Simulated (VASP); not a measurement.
Runs of VASP 6.6.1 on CO2. The structure is that of space group P6/mmm (No. 191), or close to it. The cells are those of the table. 

```csv
task,cell,cutoff (eV),gap on the mesh (eV),pressure (GPa)
single point,"a = 3.269, b = 3.269, c = 2.483 Å, angles 90.0, 90.0, 120.0°, 3 atoms",520,none,19.8
relaxation of cell and atoms,"relaxed to 20 GPa from a = 2.860, b = 2.860, c = 3.146 Å, angles 90.0, 90.0, 120.0°, 3 atoms",600,none,20.1
single point,"a = 3.358, b = 3.358, c = 2.658 Å, angles 90.0, 90.0, 120.0°, 3 atoms",520,none,-0.2
single point,"a = 3.338, b = 3.338, c = 2.587 Å, angles 90.0, 90.0, 120.0°, 3 atoms",520,none,(a)
relaxation of cell and atoms,"relaxed to 10 GPa from a = 2.860, b = 2.860, c = 3.146 Å, angles 90.0, 90.0, 120.0°, 3 atoms",600,none,9.7
relaxation of cell and atoms,"relaxed from a = 2.860, b = 2.860, c = 3.146 Å, angles 90.0, 90.0, 120.0°, 3 atoms",600,none,0.3
relaxation of cell and atoms,"relaxed to 5 GPa from a = 2.860, b = 2.860, c = 3.146 Å, angles 90.0, 90.0, 120.0°, 3 atoms",600,none,5.2
single point,"a = 3.312, b = 3.312, c = 2.548 Å, angles 90.0, 90.0, 120.0°, 3 atoms",520,none,9.8
```

Alike in all rows: level PBE; potentials or basis VASP PAW PBE potentials, release 64 (C, O); no spin polarisation; k mesh 9 × 9 × 7; smearing methfessel-paxton 0.01 eV.

Problem. Estimate the missing entries.

Solution. (a) 4.5.

Caveats: some runs use coarse meshes; the cell is relaxed towards a set pressure, so the run minimises the enthalpy, not the energy (at least some runs); a cell axis changed by over 15 % at a fixed basis, so the end point is rough (at least some runs); the cell stands under pressure (at least some runs).

A gap of «none» marks levels without a gap at the run's occupations.
